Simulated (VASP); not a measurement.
Runs of VASP 6.6.1 on Ru. The structure is that of space group P6/mmm (No. 191), or close to it. The cells are those of the table. This isn't the form of Ru at room conditions, which is hcp.

```tsv
task	cell	k mesh	cutoff (eV)	gap on the mesh (eV)	pressure (GPa)
single point	a = 4.347, b = 4.347, c = 2.733 Å, angles 90.0, 90.0, 120.0°, 3 atoms	10 × 10 × 13	520	none	-9.9
relaxation of cell and atoms	relaxed from a = 4.247, b = 4.247, c = 2.603 Å, angles 90.0, 90.0, 120.0°, 3 atoms	9 × 9 × 12	600	none	0.0
single point	a = 4.232, b = 4.232, c = 2.661 Å, angles 90.0, 90.0, 120.0°, 3 atoms	10 × 10 × 13	520	none	12.5
single point	a = 4.455, b = 4.455, c = 2.802 Å, angles 90.0, 90.0, 120.0°, 3 atoms	10 × 10 × 13	520	none	(a)
single point	a = 4.402, b = 4.402, c = 2.768 Å, angles 90.0, 90.0, 120.0°, 3 atoms	10 × 10 × 13	520	none	-17.6
single point	a = 4.111, b = 4.111, c = 2.585 Å, angles 90.0, 90.0, 120.0°, 3 atoms	10 × 10 × 13	520	none	(b)
single point	a = 4.290, b = 4.290, c = 2.698 Å, angles 90.0, 90.0, 120.0°, 3 atoms	10 × 10 × 13	520	none	0.0
single point	a = 4.290, b = 4.290, c = 2.698 Å, angles 90.0, 90.0, 120.0°, 3 atoms	9 × 9 × 12	520	none	0.0
single point	a = 4.290, b = 4.290, c = 2.698 Å, angles 90.0, 90.0, 120.0°, 3 atoms	11 × 11 × 15	520	none	0.0
single point	a = 4.173, b = 4.173, c = 2.624 Å, angles 90.0, 90.0, 120.0°, 3 atoms	10 × 10 × 13	520	none	28.3
```

Alike in all rows: level RPBE; potentials or basis VASP PAW PBE potentials, release 64 (Ru_pv); no spin polarisation; smearing fermi-dirac 0.1 eV.

Q: Fill in the values left out.

A: (a) -23.7; (b) 48.3.

Caveats: the PAW data sets were made with another functional, which shifts forces and pressure a little; the cell stands under tension (at least some runs); the cell stands under pressure (at least some runs).

A k mesh can miss the band edges, and the runs leave out spin-orbit coupling on Ru.

A gap of «none» marks levels without a gap at the run's occupations.
